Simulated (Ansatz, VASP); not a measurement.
## GaP in VASP and in Ansatz

POSCAR

```
GaP
1.0
    0.0000000000      2.7183580499      2.7183580499
    2.7183580499      0.0000000000      2.7183580499
    2.7183580499      2.7183580499      0.0000000000
Ga P
1 1
Direct
    0.0000000000      0.0000000000      0.0000000000
    0.2500000000      0.2500000000      0.2500000000
```

File INCAR.step1:

```
SYSTEM = GaP
ALGO = Normal
EDIFF = 1E-5
ENCUT = 550
GGA = PE
GGA_COMPAT = .False.
ISMEAR = -1
LASPH = .True.
LCHARG = .False.
LREAL = .False.
LWAVE = .True.
NBANDS = 16
NELM = 120
PREC = Accurate
SIGMA = 0.03
```

INCAR.step2

```
SYSTEM = GaP
ALGO = Normal
BPARAM = 11.95
CPARAM = 0.0093
EDIFF = 1E-6
ENCUT = 550
GGA_COMPAT = .False.
ISIF = 2
ISMEAR = -1
ISTART = 1
IVDW_NL = 2
LASPH = .True.
LCHARG = .False.
LMIXTAU = .True.
LREAL = .False.
LUSE_VDW = .True.
LWAVE = .False.
METAGGA = R2SCAN
NBANDS = 16
NELM = 120
PREC = Accurate
SIGMA = 0.03
```

The input KPOINTS:

```
k-points
0
Gamma
  10 10 10
  0 0 0
```

Input for Ansatz:

```yaml
crystal:
  lattice:
    - [0.0, 2.7183580499, 2.7183580499]
    - [2.7183580499, 0.0, 2.7183580499]
    - [2.7183580499, 2.7183580499, 0.0]
  atoms:
    - { symbol: Ga, position: [0.0, 0.0, 0.0] }
    - { symbol: P, position: [0.25, 0.25, 0.25] }
kpoints:
  mp_grid: { grid: [10, 10, 10] }
  band_path:
    path:
      - [0.0, 0.0, 0.0]
      - [-0.5, -0.5, 0.0]
      - [-0.375, -0.375, 0.25]
      - [-0.375, 0.0, 0.375]
      - [0.0, 0.0, 0.5]
      - [-0.5, -0.25, 0.25]
    npoints: 1
hamiltonian:
  xc: r2scan
  dispersion: rvv10
scf:
  occupations: { method: fermi_dirac, width: 0.03 }
  n_extra_bands: 4
output:
  forces: true
  stress: true
  eigenvalues: true
  write_density: true
  write_potential: true
  elf: true
  volumetric_format: npy
```

Alike in both runs: task single point; functional r2SCAN; dispersion rVV10; k mesh 10 × 10 × 10; occupations fermi-dirac, width 0.03 eV; no spin polarisation.

|  | VASP | Ansatz |
| --- | --- | --- |
| version | VASP 6.6.1 | Ansatz 0.2.0 |
| potentials or method | VASP PAW PBE potentials, release 64 (Ga_d, P) | plane waves, PAW |
| plane-wave cutoff (eV) | 550 | 500 |
| valence electrons in the cell | 18 | 18 |

```tsv
	VASP	Ansatz	Ansatz less VASP
gap on the k mesh at the Fermi level (eV)	1.81	1.80	-0.007
pressure (GPa)	-0.1	0.0	+0.06
```

VASP's potentials were made for PBE, not for r2SCAN.
